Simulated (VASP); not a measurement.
**SiO2: single point with LDA**

Crystal: SiO2.

```xyz
6
Lattice="4.1590 0.0000 0.0000 0.0000 4.1590 0.0000 0.0000 0.0000 3.0814" Properties=species:S:1:pos:R:3 pbc="T T T"
Si    2.0795    2.0795    1.5407
Si    0.0000    0.0000    0.0000
O     2.8881    2.8881    0.0000
O     0.8086    3.3503    1.5407
O     1.2709    1.2709    0.0000
O     3.3503    0.8086    1.5407
```

This cell differs from its parent crystal: volume 8.883 Å^3 an atom, c/a of the conventional cell 0.7409.

| Property | Result |
| --- | --- |
| Program | VASP 6.6.1 |
| Task | single point |
| Functional | LDA |
| Potentials or basis | VASP PAW LDA potentials, release 64 (Si, O) |
| Cutoff | 520 eV |
| k mesh | 6 × 6 × 10 |
| Occupations | gaussian, width 0.05 eV |
| Spin | no spin polarisation |

```
Pressure               : -36.7 GPa
Largest force          : 0.582 eV/Å
Band gap on the k mesh : 2.86 eV, direct
```

Forces in eV/Å, atoms in the order of the input:
```
Si   0.000  0.000  0.000
Si   0.000  0.000  0.000
O    0.412  0.412  0.000
O    0.412 -0.412  0.000
O   -0.412 -0.412  0.000
O   -0.412  0.412  0.000
```

Stress tensor (GPa, compression positive):
```
-21.39   0.00   0.00
  0.00 -21.39   0.00
  0.00   0.00 -67.37
```

Levels at points of the mesh, in eV from the valence-band top:
```tsv
k point	band 12	band 13	band 14	band 15	band 16	band 17	band 18	band 19	band 20	band 21
(0.00, 0.00, 0.00)	-3.02	-2.48	-0.58	-0.58	0.00	2.86	4.33	5.70	5.70	8.46
(0.50, 0.00, 0.00)	-3.18	-2.50	-2.50	-0.75	-0.75	5.20	5.20	6.53	6.53	10.50
(0.50, 0.50, 0.00)	-3.24	-2.75	-2.75	-1.31	-1.31	4.88	4.88	7.63	7.63	11.52
(0.00, 0.00, 0.50)	-3.78	-2.74	-2.74	-1.95	-1.95	7.31	7.31	10.55	10.55	10.86
(0.50, 0.00, 0.50)	-3.28	-1.56	-1.56	-1.20	-1.20	7.34	7.34	9.47	9.47	10.75
(0.50, 0.50, 0.50)	-3.47	-1.02	-1.02	-0.99	-0.99	5.75	5.75	10.41	10.41	10.48
```

Wall time 23 s on 1 thread of Intel(R) Xeon(R) 6975P-C (Granite Rapids) (shared host), peak memory 0.17 GiB.
